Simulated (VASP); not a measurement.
The system is SrAlO4.

```
Sr Al O
1.0
     2.42516   -2.90427    0.00000
     2.42516    2.90427    0.00000
     0.00000    0.00000    4.85856
Sr Al O
1 1 4
Direct
  0.50000 0.50000 0.50000
  0.00000 0.00000 0.00000
  0.60477 0.39523 0.00000
  0.10487 0.89513 0.50000
  0.89513 0.10487 0.50000
  0.39523 0.60477 0.00000
```

The cell was generated, and may not be a known phase.

- Program: VASP 6.6.1
- Task: relaxation of cell and atoms
- Functional: PBE
- Potentials or basis: VASP PAW PBE potentials, release 64 (Sr_sv, Al, O)
- Cutoff: 600 eV
- k mesh: 4 × 4 × 4
- Occupations: gaussian, width 0.2 eV
- Spin: no spin polarisation

At the start: pressure 40.7 GPa; volume 11.41 Å³/atom.

**Question.** Where does the relaxation end?

**Answer.** Over 29 steps the energy falls by 1108.1 meV/atom and the volume is 13.21 Å³/atom (+15.8 %); space group Cmmm (No. 65, to 0.1 Å) before and after.

Step by step:
```csv
step,energy change (eV),largest force (eV/Å),pressure (GPa),volume (Å³)
1,0.0000,14.7237,40.69,68.44
2,0.2940,2.5633,-14.50,99.23
3,-0.3166,2.4482,-14.16,95.31
4,-0.7809,2.3840,-13.93,92.22
5,-2.6399,3.5533,-10.98,80.01
6,-3.4692,5.2214,-3.78,74.14
7,-3.6532,3.7957,4.08,71.27
8,-3.6571,4.2724,2.11,71.86
9,-4.9368,2.9584,-2.90,74.65
10,-4.9523,2.9206,-2.69,74.96
11,-5.8573,2.0519,-3.95,75.29
12,-6.1886,1.6638,-1.30,75.52
13,-6.2091,1.4167,1.08,75.62
14,-6.2151,1.5056,0.16,75.59
15,-6.4334,1.5204,4.18,75.66
16,-6.4609,0.9085,2.72,75.66
17,-6.5875,0.5784,2.03,77.55
18,-6.6020,1.1475,2.03,78.81
19,-6.6005,0.8412,-2.71,81.61
20,-6.6288,0.1111,-0.43,80.16
21,-6.6322,0.0577,-0.16,79.84
22,-6.6334,0.2251,0.12,79.51
23,-6.6357,0.1478,0.21,79.37
24,-6.6393,0.0881,0.52,78.95
25,-6.6395,0.1470,0.60,78.85
26,-6.6413,0.0038,0.22,78.93
27,-6.6416,0.0767,0.01,78.98
28,-6.6438,0.0611,0.10,79.05
29,-6.6485,0.0424,0.43,79.27
```

Final structure:
```
CELL_PARAMETERS angstrom
2.70000 -3.09454 0.00000
2.70000 3.09454 0.00000
0.00000 0.00000 4.74386
ATOMIC_POSITIONS crystal
Sr 0.50000 0.50000 0.50000
Al 0.00000 0.00000 0.00000
O 0.72165 0.27835 0.00000
O 0.11448 0.88552 0.50000
O 0.88552 0.11448 0.50000
O 0.27835 0.72165 0.00000
```

Caveat: the k points lie up to 0.39 Å⁻¹ apart in the final cell, too coarse for converged energies and pressures of a metal; the standard files for N, O and F lose accuracy on very short bonds; the volume moved by over 15 % at a fixed basis, so the end points are rough; an odd number of electrons without spin polarisation forces a metal; a magnetic or distorted state may lie lower; the relaxation stopped at a loose force limit of 0.08 eV/Å, so its end isn't a converged minimum.
